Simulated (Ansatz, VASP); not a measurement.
**Pd: VASP beside Ansatz**

```
Pd
1.0
     2.78367    0.00000    0.00000
    -1.39183    2.41072    0.00000
     0.00000    0.00000    4.62889
Pd
2
Cartesian
  0.0000 1.6071 1.1572
  1.3918 0.8036 3.4717
```

Alike in both runs: functional RPBE; k mesh 11 × 11 × 6; occupations fermi-dirac, width 0.05 eV; no spin polarisation.

|  | VASP | Ansatz |
| --- | --- | --- |
| version | VASP 6.6.1 | Ansatz 0.2.0 |
| potentials or method | VASP PAW PBE potentials, release 64 (Pd) | Ansatz PAW |
| plane-wave cutoff (eV) | 520 | 420 |
| valence electrons in the cell | 20 | 36 |
| task | single point | band structure |

```csv
,VASP,Ansatz,Ansatz less VASP
gap on the k mesh at the Fermi level (eV),none,none,-
pressure (GPa),2.9,3.1,+0.24
"traceless stress, the component that is largest in VASP (GPa)",0.08,0.14,+0.058
```

VASP's potentials were made for PBE, not for RPBE. A gap of «none» marks a metal or a gap that the smearing closes. VASP's potentials hold 20 valence electrons a cell and Ansatz's 36, so a difference there can come from the potentials and not from the codes.
